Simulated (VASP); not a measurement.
# Fe (Im-3m) in VASP: a series of runs

Runs on Fe. Level: LDA. Tasks: single point, relaxation of cell and atoms.

Program: VASP 6.6.1. These are calculated values, not measurements. Logs are shortened: lines on timing, memory, paths and dates and some standing lists are left out, and cuts for length are marked.

### 1 The cell of the first run

The structure is cubic, space group Im-3m (No. 229). The conventional cell has a = 2.749 Å, b = 2.749 Å, c = 2.749 Å, α = 90.00°, β = 90.00°, γ = 90.00°. Fe (site symmetry m-3m) has 14 Fe at 2.38 to 2.75 Å within 3.1 Å.

### 2 Single point, LDA, collinear spin, ferromagnetic start

File INCAR:

```
SYSTEM = Fe
ALGO     = Normal         ! electronic algorithm
EDIFF    = 1E-6           ! SCF threshold, eV
ENCUT    = 600            ! plane-wave cutoff, eV
GGA      = CA             ! functional
GGA_COMPAT= .FALSE.      
ISIF     = 2              ! what is computed and relaxed
ISMEAR   = 0              ! smearing method
ISPIN    = 2              ! spin polarisation
LASPH    = .TRUE.         ! aspherical terms in the spheres
LCHARG   = .TRUE.         ! write CHGCAR
LELF     = .TRUE.         ! ELF
LMAXMIX  = 4              ! l up to which the mixer works
LORBIT   = 11             ! projections on sites
LREAL    = .FALSE.        ! projectors in reciprocal space
LVHAR    = .TRUE.       
LWAVE    = .FALSE.        ! write WAVECAR
MAGMOM   = 1.988          ! initial moments
NBANDS   = 18             ! bands
NELM     = 200            ! most SCF steps
PREC     = Accurate       ! precision mode
SIGMA    = 0.1            ! smearing width, eV
```

File KPOINTS:

```
k-points
0
G
  16 16 16
  0 0 0
```

File POSCAR:

```
Fe
1.0
   -1.3745984210      1.3745984210      1.3745984210
    1.3745984210     -1.3745984210      1.3745984210
    1.3745984210      1.3745984210     -1.3745984210
Fe
1
Direct
    0.0000000000      0.0000000000      0.0000000000
```

Potentials or basis: VASP PAW LDA potentials, release 64 (Fe_sv).

The run is started by

```
$ cat potpaw_LDA.64/Fe_sv/POTCAR > POTCAR
$ mpirun -np 1 vasp_std > vasp.out
```

OUTCAR:

```text
SYSTEM = Fe
   EDIFF = 1E-6
   ENCUT = 600
   GGA = CA
   ISIF = 2
   ISMEAR = 0
   ISPIN = 2
   LASPH = .TRUE.
   LORBIT = 11
   LREAL = .FALSE.
   NELM = 200
   PREC = Accurate

 ion  position               nearest neighbor table
   1  0.000  0.000  0.000-

  LATTYP: Found a body centered cubic cell.
 ALAT       =     2.7491968420

  Lattice vectors:

 A1 = (  -1.3745984210,   1.3745984210,   1.3745984210)
 A2 = (   1.3745984210,  -1.3745984210,   1.3745984210)
 A3 = (   1.3745984210,   1.3745984210,  -1.3745984210)

Analysis of symmetry for initial positions (statically):
=====================================================================
 Subroutine PRICEL returns:
 Original cell was already a primitive cell.

 Routine SETGRP: Setting up the symmetry group for a
 body centered cubic supercell.

 Subroutine GETGRP returns: Found 48 space group operations
 (whereof 48 operations were pure point group operations)
 out of a pool of 48 trial point group operations.

The static configuration has the point symmetry O_h .

Analysis of symmetry for dynamics (positions and initial velocities):
=====================================================================
 Subroutine PRICEL returns:
 Original cell was already a primitive cell.

 Routine SETGRP: Setting up the symmetry group for a
 body centered cubic supercell.

 Subroutine GETGRP returns: Found 48 space group operations
 (whereof 48 operations were pure point group operations)
 out of a pool of 48 trial point group operations.

The dynamic configuration has the point symmetry O_h .

Analysis of structural, dynamic, and magnetic symmetry:
=====================================================================
 Subroutine PRICEL returns:
 Original cell was already a primitive cell.

 Routine SETGRP: Setting up the symmetry group for a
 body centered cubic supercell.

 Subroutine GETGRP returns: Found 48 space group operations
 (whereof 48 operations were pure point group operations)
 out of a pool of 48 trial point group operations.

The overall configuration has the point symmetry O_h .

 Subroutine INISYM returns: Found 48 space group operations
 (whereof 48 operations are pure point group operations),
 and found     1 'primitive' translations

----------------------------------------------------------------------------------------

                                     Primitive cell

  volume of cell :      10.3893

  direct lattice vectors                    reciprocal lattice vectors
    -1.374598421  1.374598421  1.374598421     0.000000000  0.363742597  0.363742597
     1.374598421 -1.374598421  1.374598421     0.363742597  0.000000000  0.363742597
     1.374598421  1.374598421 -1.374598421     0.363742597  0.363742597  0.000000000

  length of vectors
     2.380874305  2.380874305  2.380874305     0.514409714  0.514409714  0.514409714

  position of ions in fractional coordinates (direct lattice)
     0.000000000  0.000000000  0.000000000

  ion indices of the primitive-cell ions
   primitive index   ion index
                 1           1

----------------------------------------------------------------------------------------

 KPOINTS: k-points

Automatic generation of k-mesh.
 Grid dimensions read from file:
 generate k-points for:   16   16   16

 Generating k-lattice:

  Cartesian coordinates                     Fractional coordinates (reciprocal lattice)
     0.000000000  0.022733912  0.022733912     0.062500000  0.000000000  0.000000000
     0.022733912  0.000000000  0.022733912     0.000000000  0.062500000  0.000000000
     0.022733912  0.022733912  0.000000000     0.000000000  0.000000000  0.062500000

  Length of vectors
     0.032150607  0.032150607  0.032150607

  Shift w.r.t. Gamma in fractional coordinates (k-lattice)
     0.000000000  0.000000000  0.000000000

 Subroutine IBZKPT returns following result:
 ===========================================

 Found    145 irreducible k-points:

 Following reciprocal coordinates:
            Coordinates               Weight
  0.000000  0.000000  0.000000      1.000000
  0.062500  0.000000  0.000000     12.000000
  0.125000  0.000000  0.000000     12.000000
  0.187500  0.000000  0.000000     12.000000
  0.250000  0.000000  0.000000     12.000000
  0.312500  0.000000  0.000000     12.000000
[... 16 lines left out ...]
  0.187500  0.187500  0.000000     24.000000
  0.250000  0.187500  0.000000     48.000000
 [... further k-points ...]
   k-points           NKPTS =    145   k-points in BZ     NKDIM =    145   number of bands    NBANDS=     18
   number of dos      NEDOS =    301   number of ions     NIONS =      1
   total plane-waves  NPLWV =   8000
   dimension x,y,z NGX =    20 NGY =   20 NGZ =   20
   dimension x,y,z NGXF=    40 NGYF=   40 NGZF=   40
   ions per type =               1
   NGX,Y,Z   is equivalent  to a cutoff of  13.97, 13.97, 13.97 a.u.
   NGXF,Y,Z  is equivalent  to a cutoff of  27.93, 27.93, 27.93 a.u.
 SYSTEM =  Fe
   PREC   = accura    normal or accurate (medium, high low for compatibility)
   ISTART =      0    job   : 0-new  1-cont  2-samecut
   ICHARG =      2    charge: 1-file 2-atom 10-const
   ISPIN  =      2    spin polarized calculation?
   LNONCOLLINEAR =      F non collinear calculations
   LSORBIT =      F    spin-orbit coupling
   LASPH  =      T    aspherical Exc in radial PAW
   ENCUT  =  600.0 eV  44.10 Ry    6.64 a.u.   4.76  4.76  4.76*2*pi/ulx,y,z
   NELM   =    200;   NELMIN=  2; NELMDL= -5     # of ELM steps
   EDIFF  = 0.1E-05   stopping-criterion for ELM
   LREAL  =      F    real-space projection
[... 7 lines left out ...]
   TEBEG  =    0.0;   TEEND  =   0.0 temperature during run
   PSTRESS=    0.0 pullay stress
   NELECT =      16.0000    total number of electrons
   NUPDOWN=      -1.0000    fix difference up-down
   EMIN   =  10.00;   EMAX   =-10.00  energy-range for DOS
   EFERMI =   0.00;   METHOD = LEGACY
   ISMEAR =     0;   SIGMA  =   0.10  broadening in eV -4-tet -1-fermi 0-gaus
   EFERMI_NEDOS =   21; number of points for ismear=-14 and -15
   IALGO  =     38    algorithm
   IMIX   =      4    mixing-type and parameters
     AMIX     =   0.40;   BMIX     =  1.00
     AMIX_MAG =   1.60;   BMIX_MAG =  1.00
  volume/ion in A,a.u.               =      10.39        70.11
  Fermi-wavevector in a.u.,A,eV,Ry     =   1.890539  3.572601 48.629099  3.574138
  Thomas-Fermi vector in A             =   2.931884
   LORBIT       =     11    0 simple, 1 ext, 2 COOP (PROOUT), +10 PAW based schemes
   GGA     = CA    functional components
   LHFCALC =     F    Hartree Fock is set to
   AEXX    =    0.0000 exact exchange contribution
   IVDW    =     0    specifies the selected vdW correction
   LEPSILON=     F    determine dielectric tensor
   LRPA    =     F    only Hartree local field effects (RPA)
 spin polarized calculation
 Gauss-broadening in eV      SIGMA  =   0.10
  energy-cutoff  :      600.00
  volume of cell :       10.39
 maximum number of plane-waves:       370
   NGX =  9   NGY =  9   NGZ =  9

 number of electron      16.0000021 magnetization       1.9298709

 Free energy of the ion-electron system (eV)
  ---------------------------------------------------
  ext. energy  EPLUGINS =         0.00000000
  ---------------------------------------------------
  free energy    TOTEN  =        -9.31012420 eV

  energy without entropy =       -9.30466118  energy(sigma->0) =       -9.30739269

 E-fermi :  13.3455     XC(G=0): -14.6895

 val. band max:       13.3445450356   @ k =  -0.4375   0.4375   0.4375
 cond. band min:      13.3579891015   @ k =  -0.4375   0.5000   0.3750
 fundamental gap:      0.0134440659
 Fermi energy:        13.3454669793

 spin component 1

 k-point     1 :       0.0000    0.0000    0.0000
  band No.  band energies     occupation
      1     -73.8303      1.00000
      2     -40.0481      1.00000
      3     -40.0481      1.00000
      4     -40.0481      1.00000
      5       4.1768      1.00000
      6      10.8291      1.00000
[... 10 lines left out ...]
     17      47.2015      0.00000
     18      47.2015      0.00000

 k-point     2 :       0.0625    0.0000    0.0000
  band No.  band energies     occupation
      1     -73.8256      1.00000
      2     -40.0691      1.00000
      3     -40.0545      1.00000
      4     -40.0466      1.00000
      5       4.3500      1.00000
      6      10.7764      1.00000
[... 10 lines left out ...]
     17      45.7633      0.00000
     18      47.5658      0.00000
[... 442 lines left out ...]
 k-point    24 :       0.2500    0.1875    0.0000
  band No.  band energies     occupation
      1     -73.7220      1.00000
      2     -40.4991      1.00000
      3     -40.2326      1.00000
      4     -40.0943      1.00000
      5       8.3951      1.00000
      6       9.7704      1.00000
[... 10 lines left out ...]
     17      52.2160      0.00000
     18      55.2948      0.00000

 [... further k-points ...]

 spin component 2

 k-point     1 :       0.0000    0.0000    0.0000
  band No.  band energies     occupation
      1     -71.7086      1.00000
      2     -37.9740      1.00000
      3     -37.9740      1.00000
      4     -37.9740      1.00000
      5       4.5416      1.00000
      6      12.3908      1.00000
[... 10 lines left out ...]
     17      48.0008      0.00000
     18      48.0008      0.00000

 k-point     2 :       0.0625    0.0000    0.0000
  band No.  band energies     occupation
      1     -71.7036      1.00000
      2     -37.9970      1.00000
      3     -37.9810      1.00000
      4     -37.9727      1.00000
      5       4.7161      1.00000
      6      12.3312      1.00000
[... 10 lines left out ...]
     17      46.4944      0.00000
     18      48.3332      0.00000
[... 442 lines left out ...]
 k-point    24 :       0.2500    0.1875    0.0000
  band No.  band energies     occupation
      1     -71.5928      1.00000
      2     -38.4620      1.00000
      3     -38.1731      1.00000
      4     -38.0243      1.00000
      5       9.1869      1.00000
      6      11.1764      1.00000
[... 10 lines left out ...]
     17      52.7246      0.00000
     18      55.8583      0.00000

 [... further k-points ...]

------------------------ aborting loop because EDIFF is reached ----------------------------------------

  FORCE on cell =-STRESS in cart. coord.  units (eV):
  Direction    XX          YY          ZZ          XY          YZ          ZX
  --------------------------------------------------------------------------------------
  -------------------------------------------------------------------------------------
  Total       -0.2934830     -0.2934830     -0.2934830      0.0000000     -0.0000000      0.0000000
  in kB      -45.2591136    -45.2591136    -45.2591136      0.0000000     -0.0000000      0.0000000
  external PRESSURE =     -45.2591136 kB  Pullay stress =       0.0000000 kB

 VOLUME and BASIS-vectors are now :
 -----------------------------------------------------------------------------
  energy-cutoff  :      600.00
  volume of cell :       10.39
      direct lattice vectors                 reciprocal lattice vectors
    -1.374598421  1.374598421  1.374598421     0.000000000  0.363742597  0.363742597
     1.374598421 -1.374598421  1.374598421     0.363742597  0.000000000  0.363742597
     1.374598421  1.374598421 -1.374598421     0.363742597  0.363742597  0.000000000

 POSITION                                       TOTAL-FORCE (eV/Angst)
 -----------------------------------------------------------------------------------
      0.00000      0.00000      0.00000         0.000000      0.000000      0.000000
 -----------------------------------------------------------------------------------
    total drift:                                0.000000      0.000000      0.000000

  FREE ENERGIE OF THE ION-ELECTRON SYSTEM (eV)
  ---------------------------------------------------
  free  energy   TOTEN  =        -9.3101242043 eV

  energy  without entropy=       -9.3046611824  energy(sigma->0) =       -9.30739269

 total charge

# of ion       s       p       d       tot
------------------------------------------
    1        2.203   6.048   5.556  13.807

 magnetization (x)

# of ion       s       p       d       tot
------------------------------------------
    1       -0.001  -0.004   1.897   1.892
```

Run time: 38 s. Hardware: 1 thread of Intel Xeon Platinum 8488C (Sapphire Rapids), shared host; peak memory 0.15 GiB.

Results:

```
Free energy                                           : -9.3101 eV
Pressure                                              : -4.5 GPa
Net moment                                            : 1.93 μB per cell
Site moments                                          : Fe +1.89 μB
Valence electrons inside the program's atomic spheres : Fe 13.81
```

Levels at points of the mesh, in eV from the Fermi level:
Spin up:
| k point | band 5 | band 6 | band 7 | band 8 | band 9 | band 10 | band 11 | band 12 | band 13 | band 14 |
| --- | --- | --- | --- | --- | --- | --- | --- | --- | --- | --- |
| (0.00, 0.00, 0.00) | -9.17 | -2.52 | -2.52 | -2.52 | -0.96 | -0.96 | 25.03 | 25.03 | 25.03 | 31.26 |
| (0.50, 0.00, 0.00) | -5.52 | -3.79 | -0.92 | -0.72 | 0.26 | 0.64 | 8.14 | 18.60 | 21.22 | 24.58 |
| (0.50, 0.50, 0.50) | -5.42 | -5.42 | 0.32 | 0.32 | 0.32 | 10.27 | 10.27 | 10.27 | 16.54 | 16.54 |
Spin down:
| k point | band 3 | band 4 | band 5 | band 6 | band 7 | band 8 | band 9 | band 10 | band 11 | band 12 |
| --- | --- | --- | --- | --- | --- | --- | --- | --- | --- | --- |
| (0.00, 0.00, 0.00) | -51.32 | -51.32 | -8.80 | -0.95 | -0.95 | -0.95 | 1.14 | 1.14 | 25.20 | 25.20 |
| (0.50, 0.00, 0.00) | -51.52 | -51.32 | -4.42 | -2.38 | 0.62 | 1.05 | 1.43 | 2.46 | 9.35 | 18.89 |
| (0.50, 0.50, 0.50) | -51.76 | -51.76 | -3.99 | -3.99 | 2.11 | 2.11 | 2.11 | 10.70 | 10.70 | 10.70 |

Caveat: the cell stands under tension.

### 3 Single point, LDA, collinear spin, antiferromagnetic start

This run uses another cell than the first one: it holds 2 atoms, not 1.

File INCAR:

```
SYSTEM = Fe
ALGO = Normal
EDIFF = 1E-6
ENCUT = 520
ISIF = 2
ISMEAR = -1
ISPIN = 2
LASPH = .True.
LCHARG = .False.
LMAXMIX = 4
LORBIT = 11
LREAL = .False.
LWAVE = .False.
MAGMOM = 2.5 -2.5
NBANDS = 19
NELM = 150
PREC = Accurate
SIGMA = 0.05
```

File KPOINTS:

```
k-points
0
Gamma
  11 11 11
  0 0 0
```

File POSCAR:

```
Fe
1.0
    2.6973043733      0.0000000000      0.0000000000
    0.0000000000      2.6973043733      0.0000000000
    0.0000000000      0.0000000000      2.6973043733
Fe
2
Direct
    0.0000000000      0.0000000000      0.0000000000
    0.5000000000      0.5000000000      0.5000000000
```

Potentials or basis: VASP PAW LDA potentials, release 64 (Fe).

The run is started by

```
$ cat potpaw_LDA.64/Fe/POTCAR > POTCAR
$ mpirun -np 1 vasp_std > vasp.out
```

Wall time 64 s (1 thread of Intel Xeon 8259CL, shared host); peak memory 0.14 GiB.

Results (log left out):

```
Free energy                                           : -17.9839 eV
Pressure                                              : -0.3 GPa
Band gap on the k mesh                                : zero (filled and empty bands overlap)
Net moment                                            : 0.00 μB per cell
Valence electrons inside the program's atomic spheres : Fe 7.61
```

Levels at points of the mesh, in eV from the Fermi level:
Spin up:
| k point | band 4 | band 5 | band 6 | band 7 | band 8 | band 9 | band 10 | band 11 | band 12 | band 13 |
| --- | --- | --- | --- | --- | --- | --- | --- | --- | --- | --- |
| (0.00, 0.00, 0.00) | -1.97 | -1.97 | -1.97 | -0.07 | -0.07 | 1.17 | 1.17 | 1.17 | 11.10 | 11.10 |
Spin down:
```
           k point  band 5  band 6  band 7  band 8  band 9  band 10  band 11  band 12
(0.00, 0.00, 0.00)   -1.97   -1.97   -0.07   -0.07    1.17     1.17     1.17    11.10
```

(Part 1 of 2 ends here.)
